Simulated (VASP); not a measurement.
# Rb8CCl8O2 in VASP: notebook

Rb8CCl8O2 is run at these levels: PBEsol; tasks: single point.

Everything below comes from runs of VASP 6.6.1. Logs are shortened: lines on timing, memory, paths and dates and some standing lists are left out, and cuts for length are marked.

## (1) The cell of the first run

The cell holds a slab with vacuum, 19 atoms: a = 7.872 Å, b = 7.872 Å, c = 18.904 Å, α = 90.00°, β = 90.00°, γ = 90.00°.

## (2) Single point, PBEsol

Input file INCAR:

```
SYSTEM = Rb8CCl8O2
  PREC = Accurate
  ENCUT = 520
  EDIFF = 1E-7
  ISMEAR = 0
  SIGMA = 0.05
  LREAL = Auto
  LASPH = .True.
  NELM = 80
  ALGO = Normal
  ISIF = 2
  LWAVE = .False.
  LCHARG = .False.
  GGA = PS
  NBANDS = 87
```

Input file KPOINTS:

```
regular mesh
0
Gamma
  2 2 1
  0 0 0
```

Input file POSCAR:

```
Rb8CCl8O2
1.0
    7.8719410000      0.0000000000      0.0000000000
    0.0000000000      7.8719410000      0.0000000000
    0.0000000000      0.0000000000     18.9039560000
Rb Cl C O
8 8 1 2
Direct
    0.0000000000      0.0000000000      0.0528989805
   -0.0002661351     -0.0396728075      0.2538462849
    0.0000000000      0.4999999365      0.0528989805
   -0.0045752375      0.4777088649      0.4035877464
    0.4999999365      0.0000000000      0.0528989805
    0.4998450827     -0.0213012267      0.2684568775
    0.4999999365      0.4999999365      0.0528989805
    0.5403846396      0.4911850838      0.2542568339
    0.2472023101      0.2531219429     -0.0372177654
    0.2702634585      0.2256923674      0.1593197212
    0.2516510223      0.7493122725      0.1191531550
    0.2554913712      0.7102786975      0.3307356936
    0.7506419319      0.2486783120      0.1187455155
    0.7586767990      0.2250592325      0.3320825546
    0.7473023489      0.7523509132      0.1237262719
    0.7560760427      0.7420540881      0.3436994352
    0.1012099811      0.9293012994      0.4500709799
    0.1275027341      1.0544268561      0.4185754558
    0.0735178274      0.8106909084      0.4853102176
```

Potentials or basis: VASP PAW PBE potentials, release 64 (Rb_sv, Cl, C, O).

On the command line:

```
cat potpaw_PBE.64/Rb_sv/POTCAR potpaw_PBE.64/Cl/POTCAR potpaw_PBE.64/C/POTCAR potpaw_PBE.64/O/POTCAR > POTCAR
mpirun -np 1 vasp_std > vasp.out
```

OUTCAR:

```text
SYSTEM = Rb8CCl8O2
   PREC = Accurate
   ENCUT = 520
   EDIFF = 1E-7
   ISMEAR = 0
   LREAL = Auto
   LASPH = .True.
   NELM = 80
   ISIF = 2
   GGA = PS

 ion  position               nearest neighbor table
   1  0.000  0.000  0.053-  13 3.04  11 3.06  15 3.09   9 3.26  10 3.42   2 3.81   5 3.94   3 3.94
                             3 3.94   5 3.94   7 5.57   7 5.57   7 5.57   7 5.57   6 5.67   6 5.67
   2  1.000  0.960  0.254-  16 3.08  12 3.17  14 3.18  18 3.36  10 3.48  15 3.56  11 3.63  17 3.80
                             1 3.81  13 3.94   6 3.95   6 3.95   4 4.74   4 4.96   8 5.17   3 5.25
   3  0.000  0.500  0.053-  13 3.05  11 3.06  15 3.11   9 3.24  10 3.64   7 3.94   1 3.94   1 3.94
                             7 3.94   2 5.25   8 5.25   5 5.57   5 5.57   5 5.57   5 5.57   2 5.70
   4  0.995  0.478  0.404-  16 3.03  14 3.04  12 3.07  19 3.10  18 3.50  17 3.76   8 4.56   2 4.74
                             2 4.96   8 5.14
   5  0.500  0.000  0.053-  13 3.05  11 3.05  15 3.06  10 3.24   9 3.29   7 3.94   1 3.94   1 3.94
                             7 3.94   6 4.08   8 5.44   2 5.48   2 5.48   8 5.53   3 5.57   3 5.57
   6  0.500  0.979  0.268-  14 3.06  12 3.09  16 3.09  10 3.36  15 3.80   8 3.86  11 3.88   2 3.95
                             2 3.95  13 4.05   8 4.06   5 4.08   7 5.55   1 5.67   1 5.67   7 5.78
   7  0.500  0.500  0.053-  11 3.04  13 3.06  15 3.09   9 3.26  10 3.46   8 3.82   3 3.94   5 3.94
                             3 3.94   5 3.94   6 5.55   1 5.57   1 5.57   1 5.57   1 5.57   6 5.78
   8  0.540  0.491  0.254-  14 3.08  16 3.11  12 3.18  10 3.48  13 3.60  15 3.60   7 3.82   6 3.86
                            11 3.98   6 4.06   4 4.56   4 5.14   2 5.17   3 5.25   5 5.44   2 5.53
   9  0.247  0.253  0.963-   3 3.24   7 3.26   1 3.26   5 3.29
  10  0.270  0.226  0.159-   5 3.24   6 3.36   1 3.42   7 3.46   2 3.48   8 3.48   3 3.64
  11  0.252  0.749  0.119-   7 3.04   5 3.05   3 3.06   1 3.06   2 3.63   6 3.88   8 3.98
  12  0.255  0.710  0.331-   4 3.07   6 3.09   2 3.17   8 3.18
  13  0.751  0.249  0.119-   1 3.04   5 3.05   3 3.05   7 3.06   8 3.60   2 3.94   6 4.05
  14  0.759  0.225  0.332-   4 3.04   6 3.06   8 3.08   2 3.18
  15  0.747  0.752  0.124-   5 3.06   7 3.09   1 3.09   3 3.11   2 3.56   8 3.60   6 3.80
  16  0.756  0.742  0.344-   4 3.03   2 3.08   6 3.09   8 3.11
  17  0.101  0.929  0.450-  19 1.17  18 1.17   4 3.76   2 3.80
  18  0.128  0.054  0.419-  17 1.17   2 3.36   4 3.50
  19  0.074  0.811  0.485-  17 1.17   4 3.10

  LATTYP: Found a simple tetragonal cell.
 ALAT       =     7.8719410000
 C/A-ratio  =     2.4014351734

  Lattice vectors:

 A1 = (   7.8719410000,   0.0000000000,   0.0000000000)
 A2 = (   0.0000000000,   7.8719410000,   0.0000000000)
 A3 = (   0.0000000000,   0.0000000000,  18.9039560000)

Analysis of symmetry for initial positions (statically):
=====================================================================
 Subroutine PRICEL returns:
 Original cell was already a primitive cell.

[... 149 lines left out ...]
   ISMEAR =     0;   SIGMA  =   0.05  broadening in eV -4-tet -1-fermi 0-gaus
   EFERMI_NEDOS =   21; number of points for ismear=-14 and -15
   IALGO  =     38    algorithm
   IMIX   =      4    mixing-type and parameters
     AMIX     =   0.40;   BMIX     =  1.00
     AMIX_MAG =   1.60;   BMIX_MAG =  1.00
  volume/ion in A,a.u.               =      61.65       416.06
  Fermi-wavevector in a.u.,A,eV,Ry     =   0.813998  1.538234  9.015130  0.662593
  Thomas-Fermi vector in A             =   1.923825
   LORBIT       =      0    0 simple, 1 ext, 2 COOP (PROOUT), +10 PAW based schemes
   GGA     = PS    functional components
   LHFCALC =     F    Hartree Fock is set to
   AEXX    =    0.0000 exact exchange contribution
   IVDW    =     0    specifies the selected vdW correction
   LEPSILON=     F    determine dielectric tensor
   LRPA    =     F    only Hartree local field effects (RPA)
 non-spin polarized calculation
 Gauss-broadening in eV      SIGMA  =   0.05
  energy-cutoff  :      520.00
  volume of cell :     1171.43
 maximum number of plane-waves:     31583
 NGX is ok and might be reduce to    60
   NGX = 29   NGY = 29   NGZ = 71

 number of electron     143.9999996 magnetization

 Free energy of the ion-electron system (eV)
  ---------------------------------------------------
  ext. energy  EPLUGINS =         0.00000000
  ---------------------------------------------------
  free energy    TOTEN  =       -75.68931371 eV

  energy without entropy =      -75.68931371  energy(sigma->0) =      -75.68931371

 E-fermi :  -2.5124     XC(G=0):  -4.3237

 val. band max:       -2.8051748778   @ k =   0.0000   0.0000   0.0000
 cond. band min:       0.2919176475   @ k =   0.0000   0.0000   0.0000
 fundamental gap:      3.0970925253
 Fermi energy:        -2.5124071463

 k-point     1 :       0.0000    0.0000    0.0000
  band No.  band energies     occupation
      1     -28.5863      2.00000
      2     -28.5698      2.00000
      3     -28.5036      2.00000
      4     -28.3979      2.00000
      5     -27.6508      2.00000
      6     -27.6380      2.00000
[... 337 lines left out ...]
     83       3.2459      0.00000
     84       3.3043      0.00000
 [bands above 84 left out]

------------------------ aborting loop because EDIFF is reached ----------------------------------------

  FORCE on cell =-STRESS in cart. coord.  units (eV):
  Direction    XX          YY          ZZ          XY          YZ          ZX
  --------------------------------------------------------------------------------------
  -------------------------------------------------------------------------------------
  Total        4.8270477      5.8997881      0.4459567      0.3930077     -0.7422563     -0.1724358
  in kB        6.6020045      8.0692030      0.6099398      0.5375208     -1.0151919     -0.2358423
  external PRESSURE =       5.0937158 kB  Pullay stress =       0.0000000 kB

 VOLUME and BASIS-vectors are now :
 -----------------------------------------------------------------------------
  energy-cutoff  :      520.00
  volume of cell :     1171.43
      direct lattice vectors                 reciprocal lattice vectors
     7.871941000  0.000000000  0.000000000     0.127033472  0.000000000  0.000000000
     0.000000000  7.871941000  0.000000000     0.000000000  0.127033472  0.000000000
     0.000000000  0.000000000 18.903956000     0.000000000  0.000000000  0.052898981

 POSITION                                       TOTAL-FORCE (eV/Angst)
 -----------------------------------------------------------------------------------
      0.00000      0.00000      1.00000         0.389606      0.336207     -0.080122
      7.86985      7.55964      4.79870         0.000714      0.004167     -0.002712
      0.00000      3.93597      1.00000         0.317093     -0.310548      0.201619
      7.83593      3.76050      7.62941         0.006940     -0.010385      0.017524
      3.93597      0.00000      1.00000        -0.359244      0.361174     -0.089511
      3.93475      7.70426      5.07490        -0.003224      0.004472     -0.002531
[... 11 lines left out ...]
      1.00369      0.42845      7.91273         0.116760      0.563266     -0.336369
      0.57873      6.38171      9.17428        -0.135476     -0.563215      0.410847
 -----------------------------------------------------------------------------------
    total drift:                                0.002031      0.000376     -0.005855

  FREE ENERGIE OF THE ION-ELECTRON SYSTEM (eV)
  ---------------------------------------------------
  free  energy   TOTEN  =       -75.6893137114 eV

  energy  without entropy=      -75.6893137114  energy(sigma->0) =      -75.68931371
```

Wall time 13 min (1 thread of Intel Xeon Platinum 8559C (Emerald Rapids), shared host); peak memory 1.1 GiB.

Results:

- Free energy: -75.6893 eV
- Largest force: 0.710 eV/Å
- Band gap on the k mesh: 3.10 eV

Forces on the atoms (eV/Å):
```
Rb   0.390  0.336 -0.080
Rb   0.001  0.004 -0.003
Rb   0.317 -0.311  0.202
Rb   0.007 -0.010  0.018
Rb  -0.359  0.361 -0.090
Rb  -0.003  0.004 -0.003
Rb  -0.343 -0.386 -0.079
Rb  -0.007 -0.004 -0.006
Cl  -0.001  0.001 -0.008
Cl  -0.002  0.005  0.001
Cl   0.001 -0.001  0.018
Cl   0.001  0.005  0.006
Cl   0.000  0.000  0.010
Cl  -0.003 -0.008  0.001
Cl   0.002 -0.001  0.010
Cl  -0.004  0.009  0.007
C    0.022 -0.006 -0.081
O    0.117  0.563 -0.336
O   -0.135 -0.563  0.411
```

Levels at points of the mesh, in eV from the valence-band top:
```
           k point  band 68  band 69  band 70  band 71  band 72  band 73  band 74  band 75  band 76  band 77
(0.00, 0.00, 0.00)    -0.57    -0.43    -0.39    -0.05     0.00     3.10     4.27     4.69     4.83     5.01
(0.50, 0.00, 0.00)    -0.57    -0.48    -0.45    -0.30     0.00     3.59     4.04     4.66     5.03     5.09
(0.00, 0.50, 0.00)    -0.57    -0.51    -0.44    -0.27    -0.05     3.59     4.05     4.77     5.04     5.10
(0.50, 0.50, 0.00)    -0.54    -0.49    -0.44    -0.34    -0.27     3.83     4.32     4.33     4.89     5.11
```

Caveat: there is no dipole correction, which matters where the two faces differ; the PAW data sets were made with another functional, which shifts forces and pressure a little.

## (3) Single point, PBEsol

Input file INCAR:

```
PREC = Accurate
ENCUT = 520
EDIFF = 1E-7
ISMEAR = 0
SIGMA = 0.05
LREAL = Auto
LASPH = T
NELM = 60
ALGO = Normal
ISIF = 2
LWAVE = F
LCHARG = F
GGA = PS
NBANDS = 87
```

Input file KPOINTS:

```
Automatic mesh
0
Gamma
  2 2 1
```

Input file POSCAR:

```
Rb8CCl8O2
1.0
    7.8719410000      0.0000000000      0.0000000000
    0.0000000000      7.8719410000      0.0000000000
    0.0000000000      0.0000000000     18.9039560000
Rb Cl C O
8 8 1 2
Direct
    0.0000000000      0.0000000000      0.0528989805
   -0.0621559537     -0.0100390742      0.2501016718
    0.0000000000      0.4999999365      0.0528989805
   -0.0665342893      0.5242296658      0.4105571871
    0.4999999365      0.0000000000      0.0528989805
    0.4220880212      0.0422383755      0.2986101957
    0.4999999365      0.4999999365      0.0528989805
    0.4967878951      0.5437864689      0.2503711921
    0.2484814101      0.2521182514     -0.0380151118
    0.2584883449      0.2355416536      0.1594504875
    0.2520258981      0.7492612051      0.1193050809
    0.1956173198      0.7334839019      0.3308567794
    0.7504180989      0.2482433494      0.1174508129
    0.7220705795      0.2740380041      0.3288056214
    0.7480059873      0.7511348218      0.1214117299
    0.6961025241      0.7919158693      0.3506267154
    0.0660462267      0.9676306009      0.4488831861
    0.1015928600      1.0873042621      0.4152690580
    0.0293042085      0.8549218039      0.4859535750
```

Potentials or basis: VASP PAW PBE potentials, release 64 (Rb_sv, Cl, C, O).

On the command line:

```
cat potpaw_PBE.64/Rb_sv/POTCAR potpaw_PBE.64/Cl/POTCAR potpaw_PBE.64/C/POTCAR potpaw_PBE.64/O/POTCAR > POTCAR
mpirun -np 1 vasp_std > vasp.out
```

Run time: 13 min. Hardware: 1 thread of Intel Xeon Platinum 8559C (Emerald Rapids), shared host; peak memory 1.1 GiB.

It converged, with:

- Free energy: -75.7165 eV
- Largest force: 0.695 eV/Å
- Band gap on the k mesh: 3.36 eV

Forces on the atoms (eV/Å):
```
Rb   0.442  0.328 -0.119
Rb  -0.002  0.009 -0.006
Rb   0.353 -0.333  0.187
Rb  -0.005  0.001  0.017
Rb  -0.396  0.369  0.007
Rb  -0.014  0.016  0.009
Rb  -0.353 -0.419 -0.128
Rb  -0.004  0.004 -0.003
Cl   0.000  0.000 -0.008
Cl  -0.002 -0.004  0.004
Cl  -0.002  0.001  0.013
Cl  -0.010  0.005  0.005
Cl  -0.001  0.002  0.013
Cl  -0.003  0.005  0.000
Cl   0.001 -0.002  0.006
Cl  -0.011  0.008  0.008
C   -0.001 -0.056 -0.138
O    0.172  0.568 -0.324
O   -0.165 -0.498  0.456
```

Levels at points of the mesh, in eV from the valence-band top:
```csv
k point,band 70,band 71,band 72,band 73,band 74,band 75
"(0.00, 0.00, 0.00)",-0.36,-0.07,0.00,3.36,4.21,4.89
"(0.50, 0.00, 0.00)",-0.41,-0.30,0.00,3.86,4.29,4.59
"(0.00, 0.50, 0.00)",-0.42,-0.25,-0.06,3.86,4.31,4.67
"(0.50, 0.50, 0.00)",-0.41,-0.32,-0.25,4.11,4.57,4.60
```

Caveat: there is no dipole correction, which matters where the two faces differ; the PAW data sets were made with another functional, which shifts forces and pressure a little.

## (4) Single point, PBEsol

Input file INCAR:

```
PREC     = Accurate       # precision mode
ENCUT    = 520            # plane-wave cutoff, eV
EDIFF    = 1E-6           # SCF threshold, eV
ISMEAR   = 0              # smearing method
SIGMA    = 0.05           # smearing width, eV
LREAL    = Auto         
LASPH    = True           # aspherical terms in the spheres
NELM     = 100            # most SCF steps
ALGO     = Normal         # electronic algorithm
ISIF     = 2              # what is computed and relaxed
LWAVE    = False          # write WAVECAR
LCHARG   = False          # write CHGCAR
GGA      = PS             # functional
NBANDS   = 87             # bands
```

Input file KPOINTS:

```
regular mesh
0
Gamma
  2 2 1
```

Input file POSCAR:

```
Rb8CCl8O2
1.0
    7.8719410000      0.0000000000      0.0000000000
    0.0000000000      7.8719410000      0.0000000000
    0.0000000000      0.0000000000     18.9039560000
Rb Cl C O
8 8 1 2
Direct
    0.0000000000      0.0000000000      0.0528989805
   -0.0002661351     -0.0396728075      0.2538462849
    0.0000000000      0.4999999365      0.0528989805
   -0.0045752375      0.4777088649      0.4035877464
    0.4999999365      0.0000000000      0.0528989805
    0.4998450827     -0.0213012267      0.2684568775
    0.4999999365      0.4999999365      0.0528989805
    0.5403846396      0.4911850838      0.2542568339
    0.2472023101      0.2531219429     -0.0372177654
    0.2702634585      0.2256923674      0.1593197212
    0.2516510223      0.7493122725      0.1191531550
    0.2554913712      0.7102786975      0.3307356936
    0.7506419319      0.2486783120      0.1187455155
    0.7586767990      0.2250592325      0.3320825546
    0.7473023489      0.7523509132      0.1237262719
    0.7560760427      0.7420540881      0.3436994352
    0.1012099811      0.9293012994      0.4500709799
    0.1275027341      1.0544268561      0.4185754558
    0.0735178274      0.8106909084      0.4853102176
```

On the command line:

```
cat potpaw_PBE.64/Rb_sv/POTCAR potpaw_PBE.64/Cl/POTCAR potpaw_PBE.64/C/POTCAR potpaw_PBE.64/O/POTCAR > POTCAR
mpirun -np 1 vasp_std > vasp.out
```

It took 10 min on 1 thread of Intel Xeon Platinum 8488C (Sapphire Rapids), shared host; peak memory 1.1 GiB.

It converged, with:

| Quantity | Value |
| --- | --- |
| Free energy | -75.6893 eV |
| Largest force | 0.710 eV/Å |
| Band gap on the k mesh | 3.10 eV |

Forces on the atoms (eV/Å):
```
Rb   0.390  0.336 -0.080
Rb   0.001  0.004 -0.003
Rb   0.317 -0.311  0.202
Rb   0.007 -0.010  0.018
Rb  -0.359  0.361 -0.090
Rb  -0.003  0.004 -0.003
Rb  -0.343 -0.386 -0.079
Rb  -0.007 -0.004 -0.006
Cl  -0.001  0.001 -0.008
Cl  -0.002  0.005  0.001
Cl   0.001 -0.001  0.018
Cl   0.001  0.005  0.006
Cl   0.000  0.000  0.010
Cl  -0.003 -0.008  0.001
Cl   0.002 -0.001  0.010
Cl  -0.004  0.009  0.007
C    0.022 -0.006 -0.081
O    0.117  0.563 -0.336
O   -0.135 -0.563  0.411
```

Levels at points of the mesh, in eV from the valence-band top:
| k point | band 70 | band 71 | band 72 | band 73 | band 74 | band 75 |
| --- | --- | --- | --- | --- | --- | --- |
| (0.00, 0.00, 0.00) | -0.39 | -0.05 | 0.00 | 3.10 | 4.27 | 4.69 |
| (0.50, 0.00, 0.00) | -0.45 | -0.30 | 0.00 | 3.59 | 4.05 | 4.66 |
| (0.00, 0.50, 0.00) | -0.44 | -0.27 | -0.05 | 3.59 | 4.05 | 4.77 |
| (0.50, 0.50, 0.00) | -0.44 | -0.34 | -0.27 | 3.83 | 4.32 | 4.33 |

Caveat: there is no dipole correction, which matters where the two faces differ; the PAW data sets were made with another functional, which shifts forces and pressure a little.
